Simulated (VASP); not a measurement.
# Cd (P6_3/mmc) in VASP: a series of runs

Cd is run at these levels: PBE; tasks: single point, relaxation of cell and atoms.

Program: VASP 6.6.1. These are calculated values, not measurements. Logs are shortened: lines on timing, memory, paths and dates and some standing lists are left out, and cuts for length are marked.

**1. The cell of the first run**

The structure is hexagonal, space group P6_3/mmc (No. 194). The conventional cell has a = 3.014 Å, b = 3.014 Å, c = 5.831 Å, α = 90.00°, β = 90.00°, γ = 120.00°. Within 4.0 Å of Cd (site symmetry -6m2) lie 12 Cd at 3.01 to 3.40 Å.

**2. Single point, PBE**

Input file INCAR:

```
PREC = Accurate
ENCUT = 520
EDIFF = 1E-6
ISMEAR = 0
SIGMA = 0.1
LREAL = F
LASPH = T
NELM = 60
ALGO = Fast
ISIF = 2
LWAVE = F
LCHARG = F
GGA = PE
NBANDS = 19
```

Input file KPOINTS:

```
Automatic mesh
0
Gamma
  18 18 8
```

Input file POSCAR:

```
Cd
1.0
    3.0137840720      0.0000000000      0.0000000000
   -1.5068920360      2.6100135678      0.0000000000
    0.0000000000      0.0000000000      5.8309285148
Cd
2
Direct
    0.0000000000      0.0000000000      0.0000000000
    0.3333333333      0.6666666667      0.5000000000
```

Potentials or basis: VASP PAW PBE potentials, release 64 (Cd).

The run is started by

```console
cat potpaw_PBE.64/Cd/POTCAR > POTCAR
mpirun -np 1 vasp_std > vasp.out
```

OUTCAR:

```text
PREC = Accurate
   ENCUT = 520
   EDIFF = 1E-6
   ISMEAR = 0
   LREAL = F
   LASPH = T
   NELM = 60
   ISIF = 2
   GGA = PE

 ion  position               nearest neighbor table
   1  0.000  0.000  0.000-   2 3.40   2 3.40   2 3.40   2 3.40   2 3.40   2 3.40
   2  0.333  0.667  0.500-   1 3.40   1 3.40   1 3.40   1 3.40   1 3.40   1 3.40

  LATTYP: Found a hexagonal cell.
 ALAT       =     3.0137840720
 C/A-ratio  =     1.9347532456

  Lattice vectors:

 A1 = (   3.0137840720,   0.0000000000,   0.0000000000)
 A2 = (  -1.5068920360,   2.6100135678,   0.0000000000)
 A3 = (   0.0000000000,   0.0000000000,   5.8309285148)

Analysis of symmetry for initial positions (statically):
=====================================================================
 Subroutine PRICEL returns:
 Original cell was already a primitive cell.

 Routine SETGRP: Setting up the symmetry group for a
 hexagonal supercell.

 Subroutine GETGRP returns: Found 24 space group operations
 (whereof 12 operations were pure point group operations)
 out of a pool of 24 trial point group operations.

The static configuration has the point symmetry D_3h.
 The point group associated with its full space group is D_6h.

Analysis of symmetry for dynamics (positions and initial velocities):
=====================================================================
 Subroutine PRICEL returns:
 Original cell was already a primitive cell.

 Routine SETGRP: Setting up the symmetry group for a
 hexagonal supercell.

 Subroutine GETGRP returns: Found 24 space group operations
 (whereof 12 operations were pure point group operations)
 out of a pool of 24 trial point group operations.

The dynamic configuration has the point symmetry D_3h.
 The point group associated with its full space group is D_6h.

 Subroutine INISYM returns: Found 24 space group operations
 (whereof 12 operations are pure point group operations),
 and found     1 'primitive' translations

----------------------------------------------------------------------------------------

                                     Primitive cell

  volume of cell :      45.8662

  direct lattice vectors                    reciprocal lattice vectors
     3.013784072  0.000000000  0.000000000     0.331808775  0.191569885  0.000000000
    -1.506892036  2.610013568  0.000000000     0.000000000  0.383139771  0.000000000
     0.000000000  0.000000000  5.830928515     0.000000000  0.000000000  0.171499273

  length of vectors
     3.013784072  3.013784072  5.830928515     0.383139771  0.383139771  0.171499273

  position of ions in fractional coordinates (direct lattice)
     0.000000000  0.000000000  0.000000000
     0.333333333  0.666666667  0.500000000

  ion indices of the primitive-cell ions
   primitive index   ion index
                 1           1
                 2           2

----------------------------------------------------------------------------------------

 KPOINTS: Automatic mesh

Automatic generation of k-mesh.
 Grid dimensions read from file:
 generate k-points for:   18   18    8

 Generating k-lattice:

  Cartesian coordinates                     Fractional coordinates (reciprocal lattice)
     0.018433821  0.010642771  0.000000000     0.055555556  0.000000000  0.000000000
     0.000000000  0.021285543  0.000000000     0.000000000  0.055555556  0.000000000
     0.000000000  0.000000000  0.021437409     0.000000000  0.000000000  0.125000000

  Length of vectors
     0.021285543  0.021285543  0.021437409

  Shift w.r.t. Gamma in fractional coordinates (k-lattice)
     0.000000000  0.000000000  0.000000000

 Subroutine IBZKPT returns following result:
 ===========================================

 Found    185 irreducible k-points:

 Following reciprocal coordinates:
            Coordinates               Weight
  0.000000  0.000000  0.000000      1.000000
  0.055556  0.000000  0.000000      6.000000
  0.111111  0.000000  0.000000      6.000000
  0.166667  0.000000  0.000000      6.000000
  0.222222  0.000000  0.000000      6.000000
  0.277778  0.000000  0.000000      6.000000
[... 16 lines left out ...]
  0.333333  0.111111  0.000000     12.000000
  0.388889  0.111111  0.000000     12.000000
 [... further k-points ...]
   k-points           NKPTS =    185   k-points in BZ     NKDIM =    185   number of bands    NBANDS=     19
   number of dos      NEDOS =    301   number of ions     NIONS =      2
   total plane-waves  NPLWV =  27648
   dimension x,y,z NGX =    24 NGY =   24 NGZ =   48
   dimension x,y,z NGXF=    48 NGYF=   48 NGZF=   96
   ions per type =               2
   NGX,Y,Z   is equivalent  to a cutoff of  13.24, 13.24, 13.69 a.u.
   NGXF,Y,Z  is equivalent  to a cutoff of  26.48, 26.48, 27.37 a.u.
 SYSTEM =  unknown system
   PREC   = accura    normal or accurate (medium, high low for compatibility)
   ISTART =      0    job   : 0-new  1-cont  2-samecut
   ICHARG =      2    charge: 1-file 2-atom 10-const
   ISPIN  =      1    spin polarized calculation?
   LNONCOLLINEAR =      F non collinear calculations
   LSORBIT =      F    spin-orbit coupling
   LASPH  =      T    aspherical Exc in radial PAW
   ENCUT  =  520.0 eV  38.22 Ry    6.18 a.u.   5.60  5.60 10.84*2*pi/ulx,y,z
   NELM   =     60;   NELMIN=  2; NELMDL= -5     # of ELM steps
   EDIFF  = 0.1E-05   stopping-criterion for ELM
   LREAL  =      F    real-space projection
   EDIFFG = 0.1E-04   stopping-criterion for IOM
   NSW    =      0    number of steps for IOM
   IBRION =     -1    ionic relax: 0-MD 1-quasi-New 2-CG
   NFREE  =      0    steps in history (QN), initial steepest desc. (CG)
   ISIF   =      2    stress and relaxation
   ISYM   =      2    0-nonsym 1-usesym 2-fastsym
   POTIM  = 0.5000    time-step for ionic-motion
   TEBEG  =    0.0;   TEEND  =   0.0 temperature during run
   PSTRESS=    0.0 pullay stress
   NELECT =      24.0000    total number of electrons
   NUPDOWN=      -1.0000    fix difference up-down
   EMIN   =  10.00;   EMAX   =-10.00  energy-range for DOS
   EFERMI =   0.00;   METHOD = LEGACY
   ISMEAR =     0;   SIGMA  =   0.10  broadening in eV -4-tet -1-fermi 0-gaus
   EFERMI_NEDOS =   21; number of points for ismear=-14 and -15
   IALGO  =     68    algorithm
   IMIX   =      4    mixing-type and parameters
     AMIX     =   0.40;   BMIX     =  1.00
     AMIX_MAG =   1.60;   BMIX_MAG =  1.00
  volume/ion in A,a.u.               =      22.93       154.76
  Fermi-wavevector in a.u.,A,eV,Ry     =   1.319211  2.492948 23.678471  1.740319
  Thomas-Fermi vector in A             =   2.449126
   LORBIT       =      0    0 simple, 1 ext, 2 COOP (PROOUT), +10 PAW based schemes
   GGA     = PE    functional components
   LHFCALC =     F    Hartree Fock is set to
   AEXX    =    0.0000 exact exchange contribution
   IVDW    =     0    specifies the selected vdW correction
   LEPSILON=     F    determine dielectric tensor
   LRPA    =     F    only Hartree local field effects (RPA)
 non-spin polarized calculation
 RMM-DIIS sequential band-by-band and
 Gauss-broadening in eV      SIGMA  =   0.10
  energy-cutoff  :      520.00
  volume of cell :       45.87
 maximum number of plane-waves:      1270
 NGX is ok and might be reduce to    24

 number of electron      23.9999993 magnetization

 Free energy of the ion-electron system (eV)
  ---------------------------------------------------
  ext. energy  EPLUGINS =         0.00000000
  ---------------------------------------------------
  free energy    TOTEN  =        -1.49549704 eV

  energy without entropy =       -1.49270431  energy(sigma->0) =       -1.49410068

 E-fermi :   2.5997     XC(G=0): -10.7092

 val. band max:        2.5983428780   @ k =   0.0556   0.0556   0.2500
 cond. band min:       2.6339081178   @ k =   0.2778   0.0556   0.0000
 fundamental gap:      0.0355652397
 Fermi energy:         2.5997472804

 k-point     1 :       0.0000    0.0000    0.0000
  band No.  band energies     occupation
      1      -7.1356      2.00000
      2      -6.9372      2.00000
      3      -6.5829      2.00000
      4      -6.5829      2.00000
      5      -6.5443      2.00000
      6      -6.5443      2.00000
[... 11 lines left out ...]
     18      17.2069      0.00000
     19      18.1110      0.00000

 k-point     2 :       0.0556    0.0000    0.0000
  band No.  band energies     occupation
      1      -7.1053      2.00000
      2      -6.9102      2.00000
      3      -6.5938      2.00000
      4      -6.5563      2.00000
      5      -6.5547      2.00000
      6      -6.5184      2.00000
[... 11 lines left out ...]
     18      16.8234      0.00000
     19      18.4028      0.00000

 k-point     3 :       0.1111    0.0000    0.0000
  band No.  band energies     occupation
      1      -7.0281      2.00000
      2      -6.8480      2.00000
      3      -6.6211      2.00000
      4      -6.5744      2.00000
      5      -6.4788      2.00000
      6      -6.4432      2.00000
[... 11 lines left out ...]
     18      16.4319      0.00000
     19      18.0234      0.00000

 k-point     4 :       0.1667    0.0000    0.0000
  band No.  band energies     occupation
      1      -6.9651      2.00000
      2      -6.7894      2.00000
      3      -6.6584      2.00000
      4      -6.5423      2.00000
      5      -6.3577      2.00000
      6      -6.3259      2.00000
[... 407 lines left out ...]
     18      13.7950      0.00000
     19      14.6159      0.00000

 k-point    23 :       0.3333    0.1111    0.0000
  band No.  band energies     occupation
      1      -7.1034      2.00000
      2      -6.9382      2.00000
      3      -6.8224      2.00000
      4      -6.4962      2.00000
      5      -6.3268      2.00000
      6      -6.3183      2.00000
[... 11 lines left out ...]
     18      13.3393      0.00000
     19      14.3366      0.00000

 k-point    24 :       0.3889    0.1111    0.0000
  band No.  band energies     occupation
      1      -7.1483      2.00000
      2      -6.9815      2.00000
      3      -6.8810      2.00000
      4      -6.5193      2.00000
      5      -6.3543      2.00000
      6      -6.2614      2.00000
[... 11 lines left out ...]
     18      13.0522      0.00000
     19      14.1539      0.00000

 [... further k-points ...]

------------------------ aborting loop because EDIFF is reached ----------------------------------------

  FORCE on cell =-STRESS in cart. coord.  units (eV):
  Direction    XX          YY          ZZ          XY          YZ          ZX
  --------------------------------------------------------------------------------------
  -------------------------------------------------------------------------------------
  Total        0.1019694      0.1019694      0.0470806     -0.0000000      0.0000000      0.0000000
  in kB        3.5619487      3.5619487      1.6445991     -0.0000000      0.0000000      0.0000000
  external PRESSURE =       2.9228322 kB  Pullay stress =       0.0000000 kB

 VOLUME and BASIS-vectors are now :
 -----------------------------------------------------------------------------
  energy-cutoff  :      520.00
  volume of cell :       45.87
      direct lattice vectors                 reciprocal lattice vectors
     3.013784072  0.000000000  0.000000000     0.331808775  0.191569885  0.000000000
    -1.506892036  2.610013568  0.000000000     0.000000000  0.383139771  0.000000000
     0.000000000  0.000000000  5.830928515     0.000000000  0.000000000  0.171499273

 POSITION                                       TOTAL-FORCE (eV/Angst)
 -----------------------------------------------------------------------------------
      0.00000      0.00000      0.00000        -0.000000     -0.000000      0.000000
     -0.00000      1.74001      2.91546         0.000000      0.000000      0.000000
 -----------------------------------------------------------------------------------
    total drift:                                0.000000     -0.000000     -0.000000

  FREE ENERGIE OF THE ION-ELECTRON SYSTEM (eV)
  ---------------------------------------------------
  free  energy   TOTEN  =        -1.4954970448 eV

  energy  without entropy=       -1.4927043064  energy(sigma->0) =       -1.49410068
```

Run time: 69 s. Hardware: 1 thread of AMD EPYC 9R45 (Zen 5), shared host; peak memory 0.23 GiB.

Results:

```
Free energy            : -1.4955 eV
Pressure               : 0.3 GPa
Band gap on the k mesh : zero (bands 12 and 13 overlap by 4.46 eV)
```

**3. Single point, PBE**

This run uses another cell than the first one: it holds 4 atoms, not 2.

Input file INCAR:

```
SYSTEM = Cd
PREC = Accurate ; ENCUT = 520
EDIFF = 1E-7 ; ISMEAR = 0
SIGMA = 0.1 ; LREAL = .FALSE.
LASPH = .TRUE. ; NELM = 80
ALGO = Fast ; ISIF = 2
LWAVE = .FALSE. ; LCHARG = .TRUE.
GGA = PE ; LELF = .TRUE.
LVHAR = .TRUE. ; NBANDS = 32
```

Input file KPOINTS:

```
regular mesh
0
G
  18 18 4
  0 0 0
```

Input file POSCAR:

```
Cd
1.0
    3.0294747799      0.0000000000      0.0000000000
   -1.5147373900      2.6236021196      0.0000000000
    0.0000000000      0.0000000000     11.5743398684
Cd
4
Direct
    0.0000000000      0.0000000000      0.0000000000
    0.3333333333      0.6666666667      0.2500000000
    0.0000000000      0.0000000000      0.5000000000
    0.6666666667      0.3333333333      0.7500000000
```

Potentials or basis: VASP PAW PBE potentials, release 64 (Cd).

The run is started by

```console
cat potpaw_PBE.64/Cd/POTCAR > POTCAR
mpirun -np 1 vasp_std > vasp.out
```

It took 3 min on 1 thread of AMD EPYC 9R45 (Zen 5), shared host; peak memory 0.35 GiB.

The run converged. Its results:

* Free energy: -2.9754 eV
* Pressure: 0.3 GPa
* Band gap on the k mesh: zero (bands 24 and 25 overlap by 4.40 eV)

Stress tensor (GPa, compression positive):
```
0.32 0.00 0.00
0.00 0.32 0.00
0.00 0.00 0.12
```

Levels at points of the mesh, in eV from the Fermi level:
```tsv
k point	band 20	band 21	band 22	band 23	band 24	band 25	band 26	band 27	band 28	band 29
(0.00, 0.00, 0.00)	-8.47	-8.47	-7.10	-7.10	-3.24	-2.84	3.31	3.31	9.82	13.91
(0.50, 0.00, 0.00)	-8.21	-2.13	-1.93	-1.36	-1.27	-0.18	-0.17	2.00	2.52	3.35
(0.00, 0.00, 0.50)	-8.50	-8.14	-8.14	-5.39	-5.39	-0.11	-0.11	7.07	7.07	14.32
(0.50, 0.00, 0.50)	-8.21	-1.95	-1.95	-1.57	-1.57	0.44	0.44	1.27	1.27	5.07
```

(Continued in part 2 of 2.)

The gap in the log of VASP goes by the Fermi energy; the results here count the filled bands.